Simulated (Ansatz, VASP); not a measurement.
Two plane-wave programs on HCl

```xyz
12
Lattice="6.5061 0.0000 0.0000 0.0000 6.5061 0.0000 0.0000 0.0000 6.5061" Properties=species:S:1:pos:R:3 pbc="T T T"
Cl    7.1282    4.4192    3.8760
Cl    4.4568    3.6995    6.0707
Cl    2.7512    5.9983    1.7130
Cl    1.6363    1.5328    5.3795
Cl    4.7347    0.3243    4.4070
Cl   -0.0485    1.4694    1.7256
H     6.0190    4.1027    4.5266
H     4.2011    2.4286    5.9217
H     1.6885    6.7864    1.7787
H     1.4292    2.7220    4.8464
H     3.7560    0.0898    3.5442
H    -0.6128    1.0452    2.8443
```

Alike in both runs: functional PBE; k mesh 1 × 1 × 1; occupations fermi-dirac, width 0.02 eV; no spin polarisation.

Ansatz relaxed the structure, and its values are those at the end. VASP's run is a single point on that final structure, the one shown.

|  | VASP | Ansatz |
| --- | --- | --- |
| version | VASP 6.6.1 | Ansatz 0.2.0 |
| potentials or method | VASP PAW PBE potentials, release 64 (Cl, H), cutoff 520 eV | scalar-relativistic, plane waves, PAW |
| valence electrons in the cell | 48 | 48 |

|  | VASP | Ansatz | Ansatz less VASP |
| --- | --- | --- | --- |
| rms of the force components (eV/Å) | 0.130 | 0.080 | -0.0502 |
